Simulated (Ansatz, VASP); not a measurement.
**Two plane-wave programs on V**

POSCAR

```
V
1.0
   -1.5012598012      1.5012598012      1.5012598012
    1.5012598012     -1.5012598012      1.5012598012
    1.5012598012      1.5012598012     -1.5012598012
V
1
Direct
    0.0000000000      0.0000000000      0.0000000000
```

File INCAR.step1:

```
SYSTEM = V
PREC = Accurate
ENCUT = 520
ISMEAR = 0
SIGMA = 0.05
LREAL = .False.
LASPH = .True.
NELM = 150
ISPIN = 2
MAGMOM = 1
LMAXMIX = 4
NBANDS = 16
GGA = PE
ALGO = Normal
EDIFF = 1E-4
LWAVE = .True.
LCHARG = .False.
```

The input INCAR.step2:

```
SYSTEM = V
PREC = Accurate
ENCUT = 520
EDIFF = 1E-6
ISMEAR = 0
SIGMA = 0.05
LREAL = .False.
LASPH = .True.
NELM = 150
ALGO = Normal
ISIF = 2
LWAVE = .False.
LCHARG = .False.
ISPIN = 2
MAGMOM = 1
LORBIT = 11
LMAXMIX = 4
METAGGA = R2SCAN
LMIXTAU = .True.
NBANDS = 16
ISTART = 1
```

The input KPOINTS:

```
Automatic mesh
0
Gamma
  20 20 20
  0 0 0
```

Input for Ansatz:

```yaml
crystal:
  lattice:
    - [-1.5012598016, 1.5012598016, 1.5012598016]
    - [1.5012598016, -1.5012598016, 1.5012598016]
    - [1.5012598016, 1.5012598016, -1.5012598016]
  atoms:
    - { symbol: V, position: [0.0, 0.0, 0.0], spin: 1.0 }
basis:
  ecutwfc: 600
  ecutrho_ratio: 5
kpoints:
  mp_grid: { grid: [20, 20, 20] }
hamiltonian:
  xc: r2scan
scf:
  occupations: { method: gaussian, width: 0.05 }
output:
  forces: true
  stress: true
  eigenvalues: true
  populations: true
magnetization:
  spin_polarized: true
```

Alike in both runs: task single point; functional r2SCAN; k mesh 20 × 20 × 20; occupations gaussian, width 0.05 eV; collinear spin.

|  | VASP | Ansatz |
| --- | --- | --- |
| version | VASP 6.6.1 | Ansatz 0.2.0 |
| potentials or method | VASP PAW PBE potentials, release 64 (V_sv), cutoff 520 eV | scalar-relativistic, plane waves, PAW |
| valence electrons in the cell | 13 | 13 |

```csv
,VASP,Ansatz,Ansatz less VASP
gap on the k mesh at the Fermi level (eV),none,none,-
pressure (GPa),-3.2,-3.8,-0.65
net moment per atom (μB),0.00,0.05,+0.050
size of the moment on the site where the two differ most (μB),0.00,0.04,+0.041
```

VASP's potentials were made for PBE, not for r2SCAN. Site moments also hang on the region over which each program counts them. A gap of «none» marks a metal or a gap that the smearing closes. The functional is the same, so the differences come from potentials, cutoffs and numerics. Ansatz's warnings: seeded moment not kept, stability check not made.
